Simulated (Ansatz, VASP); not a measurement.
## Two plane-wave programs on Si

File INCAR:

```
PREC = Accurate
ENCUT = 520
EDIFF = 1E-7
ISMEAR = 0
SIGMA = 0.15
LREAL = F
LASPH = T
NELM = 100
ALGO = Normal
ISIF = 2
LWAVE = F
LCHARG = F
GGA = CA
NBANDS = 11
```

KPOINTS

```
regular mesh
0
Gamma
  14 14 14
```

The input POSCAR:

```
Si
1.0
   -2.3824154513      2.3824154513      1.3052992358
    2.3824154513     -2.3824154513      1.3052992358
    2.3824154513      2.3824154513     -1.3052992358
Si
2
Direct
    0.2911103312      0.7508751715      0.4578345853
    0.4588896688      0.4991248285      0.0421654147
```

Input for Ansatz:

```yaml
crystal:
  lattice:
    - [-2.3824154513, 2.3824154513, 1.3052992358]
    - [2.3824154513, -2.3824154513, 1.3052992358]
    - [2.3824154513, 2.3824154513, -1.3052992358]
  atoms:
    - { symbol: Si, position: [0.2911103312, 0.7508751715, 0.4578345853] }
    - { symbol: Si, position: [0.4588896688, 0.4991248285, 0.0421654147] }
basis:
  ecutwfc: 420
kpoints:
  mp_grid: { grid: [14, 14, 14] }
hamiltonian:
  xc: lda
scf:
  occupations: { method: gaussian, width: 0.15 }
output:
  forces: true
  stress: true
  eigenvalues: true
  write_density: true
  write_potential: true
  elf: true
  volumetric_format: npy
```

Change from the starting cell: atom 1 moved 0.45 Å.

Alike in both runs: task single point; functional LDA; k mesh 14 × 14 × 14; occupations gaussian, width 0.15 eV; no spin polarisation.

|  | VASP | Ansatz |
| --- | --- | --- |
| version | VASP 6.6.1 | Ansatz 0.2.0 |
| potentials or method | VASP PAW LDA potentials, release 64 (Si), cutoff 520 eV | scalar-relativistic, plane waves, PAW |
| valence electrons in the cell | 8 | 8 |

Ansatz gave:

- gap on the k mesh at the Fermi level (eV): none
- pressure (GPa): 12.8
- traceless stress, the component that is largest in VASP (GPa): 33.57
- rms of the force components (eV/Å): 3.181

Q: What did VASP give for the same quantities?

A: gap on the k mesh at the Fermi level (eV): none; pressure (GPa): 12.9; traceless stress, the component that is largest in VASP (GPa): 33.50; rms of the force components (eV/Å): 3.178.

LDA's correlation is that of Perdew and Zunger in VASP and of Perdew and Wang (1992) in Ansatz. Atom by atom the forces differ by 0.003 eV/Å (rms over components). A gap of «none» marks a metal or a gap that the smearing closes.
